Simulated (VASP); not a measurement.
# Mg3SiO (Pm-3m) in VASP: further runs, part 2 of 2

VASP 6.6.1.

## (3) Single point, PBE

This run uses another cell than the first one, of 14.65 Å³/atom.

INCAR reads:

```
SYSTEM = Mg3SiO
  PREC = Accurate
  ENCUT = 520
  EDIFF = 1E-7
  ISMEAR = -1
  SIGMA = 0.02
  LREAL = .FALSE.
  LASPH = .TRUE.
  NELM = 100
  ALGO = Normal
  ISIF = 2
  LWAVE = .FALSE.
  LCHARG = .FALSE.
  GGA = PE
  NBANDS = 16
```

KPOINTS reads:

```
regular mesh
0
G
  6 6 6
  0 0 0
```

POSCAR reads:

```
Mg3SiO
1.0
    4.1836345484      0.0000000000      0.0000000000
    0.0000000000      4.1836345484      0.0000000000
    0.0000000000      0.0000000000      4.1836345484
Si O Mg
1 1 3
Direct
    0.0000000000      0.0000000000      0.0000000000
    0.5000000000      0.5000000000      0.5000000000
    0.5000000000      0.5000000000      0.0000000000
    0.5000000000      0.0000000000      0.5000000000
    0.0000000000      0.5000000000      0.5000000000
```

Potentials or basis: VASP PAW PBE potentials, release 64 (Si, O, Mg).

Run with:

```bash
$ cat potpaw_PBE.64/Si/POTCAR potpaw_PBE.64/O/POTCAR potpaw_PBE.64/Mg/POTCAR > POTCAR
$ mpirun -np 1 vasp_std > vasp.out
```

OUTCAR:

```text
SYSTEM = Mg3SiO
   PREC = Accurate
   ENCUT = 520
   EDIFF = 1E-7
   ISMEAR = -1
   LREAL = .FALSE.
   LASPH = .TRUE.
   NELM = 100
   ISIF = 2
   GGA = PE

 ion  position               nearest neighbor table
   1  0.000  0.000  0.000-   3 2.96   4 2.96   5 2.96   4 2.96   5 2.96   3 2.96   5 2.96   5 2.96
                             3 2.96   4 2.96   4 2.96   3 2.96
   2  0.500  0.500  0.500-   3 2.09   4 2.09   5 2.09   3 2.09   4 2.09   5 2.09
   3  0.500  0.500  0.000-   2 2.09   2 2.09   4 2.96   5 2.96   1 2.96   4 2.96   5 2.96   1 2.96
                             4 2.96   4 2.96   1 2.96   5 2.96   5 2.96   1 2.96
   4  0.500  0.000  0.500-   2 2.09   2 2.09   3 2.96   5 2.96   1 2.96   3 2.96   1 2.96   3 2.96
                             5 2.96   3 2.96   1 2.96   5 2.96   1 2.96   5 2.96
   5  0.000  0.500  0.500-   2 2.09   2 2.09   3 2.96   4 2.96   1 2.96   3 2.96   1 2.96   4 2.96
                             1 2.96   1 2.96   3 2.96   4 2.96   3 2.96   4 2.96

  LATTYP: Found a simple cubic cell.
 ALAT       =     4.1836345484

  Lattice vectors:

 A1 = (   4.1836345484,   0.0000000000,   0.0000000000)
 A2 = (   0.0000000000,   4.1836345484,   0.0000000000)
 A3 = (   0.0000000000,   0.0000000000,   4.1836345484)

Analysis of symmetry for initial positions (statically):
=====================================================================
 Subroutine PRICEL returns:
 Original cell was already a primitive cell.

 Routine SETGRP: Setting up the symmetry group for a
 simple cubic supercell.

 Subroutine GETGRP returns: Found 48 space group operations
 (whereof 48 operations were pure point group operations)
 out of a pool of 48 trial point group operations.

The static configuration has the point symmetry O_h .

Analysis of symmetry for dynamics (positions and initial velocities):
=====================================================================
 Subroutine PRICEL returns:
 Original cell was already a primitive cell.

 Routine SETGRP: Setting up the symmetry group for a
 simple cubic supercell.

 Subroutine GETGRP returns: Found 48 space group operations
 (whereof 48 operations were pure point group operations)
 out of a pool of 48 trial point group operations.

The dynamic configuration has the point symmetry O_h .

 Subroutine INISYM returns: Found 48 space group operations
 (whereof 48 operations are pure point group operations),
 and found     1 'primitive' translations

----------------------------------------------------------------------------------------

                                     Primitive cell

  volume of cell :      73.2253

  direct lattice vectors                    reciprocal lattice vectors
     4.183634548  0.000000000  0.000000000     0.239026614  0.000000000  0.000000000
     0.000000000  4.183634548  0.000000000     0.000000000  0.239026614  0.000000000
     0.000000000  0.000000000  4.183634548     0.000000000  0.000000000  0.239026614

  length of vectors
     4.183634548  4.183634548  4.183634548     0.239026614  0.239026614  0.239026614

  position of ions in fractional coordinates (direct lattice)
     0.000000000  0.000000000  0.000000000
     0.500000000  0.500000000  0.500000000
     0.500000000  0.500000000  0.000000000
[... 38 lines left out ...]
            Coordinates               Weight
  0.000000  0.000000  0.000000      1.000000
  0.166667  0.000000  0.000000      6.000000
  0.333333  0.000000  0.000000      6.000000
  0.500000  0.000000  0.000000      3.000000
  0.166667  0.166667  0.000000     12.000000
  0.333333  0.166667  0.000000     24.000000
[... 12 lines left out ...]
  0.500000  0.500000  0.333333      6.000000
  0.500000  0.500000  0.500000      1.000000
   k-points           NKPTS =     20   k-points in BZ     NKDIM =     20   number of bands    NBANDS=     16
   number of dos      NEDOS =    301   number of ions     NIONS =      5
   total plane-waves  NPLWV =  32768
   dimension x,y,z NGX =    32 NGY =   32 NGZ =   32
   dimension x,y,z NGXF=    64 NGYF=   64 NGZF=   64
   ions per type =               1   1   3
   NGX,Y,Z   is equivalent  to a cutoff of  12.72, 12.72, 12.72 a.u.
   NGXF,Y,Z  is equivalent  to a cutoff of  25.43, 25.43, 25.43 a.u.
 SYSTEM =  Mg3SiO
   PREC   = accura    normal or accurate (medium, high low for compatibility)
   ISTART =      0    job   : 0-new  1-cont  2-samecut
   ICHARG =      2    charge: 1-file 2-atom 10-const
   ISPIN  =      1    spin polarized calculation?
   LNONCOLLINEAR =      F non collinear calculations
   LSORBIT =      F    spin-orbit coupling
   LASPH  =      T    aspherical Exc in radial PAW
   ENCUT  =  520.0 eV  38.22 Ry    6.18 a.u.   7.78  7.78  7.78*2*pi/ulx,y,z
   NELM   =    100;   NELMIN=  2; NELMDL= -5     # of ELM steps
   EDIFF  = 0.1E-06   stopping-criterion for ELM
   LREAL  =      F    real-space projection
   EDIFFG = 0.1E-05   stopping-criterion for IOM
   NSW    =      0    number of steps for IOM
   IBRION =     -1    ionic relax: 0-MD 1-quasi-New 2-CG
   NFREE  =      0    steps in history (QN), initial steepest desc. (CG)
   ISIF   =      2    stress and relaxation
   ISYM   =      2    0-nonsym 1-usesym 2-fastsym
   POTIM  = 0.5000    time-step for ionic-motion
   TEBEG  =    0.0;   TEEND  =   0.0 temperature during run
   PSTRESS=    0.0 pullay stress
   NELECT =      16.0000    total number of electrons
   NUPDOWN=      -1.0000    fix difference up-down
   EMIN   =  10.00;   EMAX   =-10.00  energy-range for DOS
   EFERMI =   0.00;   METHOD = LEGACY
   ISMEAR =    -1;   SIGMA  =   0.02  broadening in eV -4-tet -1-fermi 0-gaus
   EFERMI_NEDOS =   21; number of points for ismear=-14 and -15
   IALGO  =     38    algorithm
   IMIX   =      4    mixing-type and parameters
     AMIX     =   0.40;   BMIX     =  1.00
     AMIX_MAG =   1.60;   BMIX_MAG =  1.00
  volume/ion in A,a.u.               =      14.65        98.83
  Fermi-wavevector in a.u.,A,eV,Ry     =   0.986040  1.863345 13.228596  0.972274
  Thomas-Fermi vector in A             =   2.117391
   LORBIT       =      0    0 simple, 1 ext, 2 COOP (PROOUT), +10 PAW based schemes
   GGA     = PE    functional components
   LHFCALC =     F    Hartree Fock is set to
   AEXX    =    0.0000 exact exchange contribution
   IVDW    =     0    specifies the selected vdW correction
   LEPSILON=     F    determine dielectric tensor
   LRPA    =     F    only Hartree local field effects (RPA)
 non-spin polarized calculation
  energy-cutoff  :      520.00
  volume of cell :       73.23
 maximum number of plane-waves:      2000
 NGX is ok and might be reduce to    32
   NGX = 15   NGY = 15   NGZ = 15

 number of electron      16.0000000 magnetization

 Free energy of the ion-electron system (eV)
  ---------------------------------------------------
  ext. energy  EPLUGINS =         0.00000000
  ---------------------------------------------------
  free energy    TOTEN  =       -19.92434701 eV

  energy without entropy =      -19.92400434  energy(sigma->0) =      -19.92417568

 E-fermi :   5.6084     XC(G=0):  -9.9374

 val. band max:        5.5262355993   @ k =   0.5000   0.3333   0.0000
 cond. band min:       5.6763856332   @ k =   0.5000   0.5000   0.1667
 fundamental gap:      0.1501500338
 Fermi energy:         5.6084101208

 k-point     1 :       0.0000    0.0000    0.0000
  band No.  band energies     occupation
      1     -14.7144      2.00000
      2      -3.3188      2.00000
      3      -0.6705      2.00000
      4      -0.6705      2.00000
      5      -0.6705      2.00000
      6       5.1583      2.00000
[... 357 lines left out ...]
      3      -1.1826      2.00000
      4      -1.1826      2.00000
      5      -0.8338      2.00000
      6       2.1268      2.00000
[... 8 lines left out ...]
     15      15.0451      0.00000
     16      16.6862      0.00000

------------------------ aborting loop because EDIFF is reached ----------------------------------------

  FORCE on cell =-STRESS in cart. coord.  units (eV):
  Direction    XX          YY          ZZ          XY          YZ          ZX
  --------------------------------------------------------------------------------------
  -------------------------------------------------------------------------------------
  Total        0.8765267      0.8765267      0.8765267      0.0000000     -0.0000000      0.0000000
  in kB       19.1784935     19.1784935     19.1784935      0.0000000     -0.0000000      0.0000000
  external PRESSURE =      19.1784935 kB  Pullay stress =       0.0000000 kB

 VOLUME and BASIS-vectors are now :
 -----------------------------------------------------------------------------
  energy-cutoff  :      520.00
  volume of cell :       73.23
      direct lattice vectors                 reciprocal lattice vectors
     4.183634548  0.000000000  0.000000000     0.239026614  0.000000000  0.000000000
     0.000000000  4.183634548  0.000000000     0.000000000  0.239026614  0.000000000
     0.000000000  0.000000000  4.183634548     0.000000000  0.000000000  0.239026614

 POSITION                                       TOTAL-FORCE (eV/Angst)
 -----------------------------------------------------------------------------------
      0.00000      0.00000      0.00000         0.000000      0.000000      0.000000
      2.09182      2.09182      2.09182         0.000000      0.000000      0.000000
      2.09182      2.09182      0.00000         0.000000      0.000000      0.000000
      2.09182      0.00000      2.09182         0.000000      0.000000      0.000000
      0.00000      2.09182      2.09182         0.000000      0.000000      0.000000
 -----------------------------------------------------------------------------------
    total drift:                                0.000000      0.000000     -0.000000

  FREE ENERGIE OF THE ION-ELECTRON SYSTEM (eV)
  ---------------------------------------------------
  free  energy   TOTEN  =       -19.9243470120 eV

  energy  without entropy=      -19.9240043444  energy(sigma->0) =      -19.92417568
```

OSZICAR:

```text
N       E                     dE             d eps       ncg     rms          rms(c)
DAV:   1     0.461527934927E+02    0.46153E+02   -0.61831E+03   640   0.805E+02
DAV:   2    -0.176082370619E+02   -0.63761E+02   -0.56773E+02   800   0.154E+02
DAV:   3    -0.222070059295E+02   -0.45988E+01   -0.45693E+01   888   0.416E+01
DAV:   4    -0.222355074202E+02   -0.28501E-01   -0.28500E-01   760   0.380E+00
DAV:   5    -0.222357093414E+02   -0.20192E-03   -0.20192E-03   904   0.324E-01    0.851E+00
DAV:   6    -0.200957468661E+02    0.21400E+01   -0.77802E+00   728   0.206E+01    0.355E+00
DAV:   7    -0.199673273071E+02    0.12842E+00   -0.31314E-01   752   0.486E+00    0.188E+00
DAV:   8    -0.199294239336E+02    0.37903E-01   -0.14934E-01   800   0.255E+00    0.465E-01
DAV:   9    -0.199259911253E+02    0.34328E-02   -0.24493E-02   792   0.132E+00    0.316E-01
DAV:  10    -0.199245129413E+02    0.14782E-02   -0.10326E-02   856   0.823E-01    0.123E-01
DAV:  11    -0.199244494631E+02    0.63478E-04   -0.21052E-03   832   0.379E-01    0.742E-02
DAV:  12    -0.199243687507E+02    0.80712E-04   -0.14320E-04   728   0.956E-02    0.429E-02
DAV:  13    -0.199243480983E+02    0.20652E-04   -0.21220E-04   744   0.104E-01    0.140E-02
DAV:  14    -0.199243471892E+02    0.90910E-06   -0.41926E-06   784   0.176E-02    0.595E-03
DAV:  15    -0.199243470238E+02    0.16537E-06   -0.14336E-06   792   0.812E-03    0.102E-03
DAV:  16    -0.199243470120E+02    0.11861E-07   -0.21115E-08   440   0.105E-03
   1 F= -.19924347E+02 E0= -.19924176E+02  d E =-.342668E-03
```

stdout:

```text
POSCAR found type information on POSCAR SiO Mg
 POSCAR found :  3 types and       5 ions
 scaLAPACK will be used
 LDA part: xc-table for (Slater+PW92), standard interpolation
 POSCAR, INCAR and KPOINTS ok, starting setup
 FFT: planning ... GRIDC
 FFT: planning ... GRID_SOFT
 FFT: planning ... GRID
 WAVECAR not read
 entering main loop
```

It took 15 s on 1 thread of Intel Xeon Platinum 8488C (Sapphire Rapids), shared host; peak memory 0.18 GiB.

What came out:

* Free energy: -19.9243 eV
* Pressure: 1.9 GPa
* Band gap on the k mesh: 0.15 eV (least direct gap 0.60 eV)

A k mesh can miss the band edges.
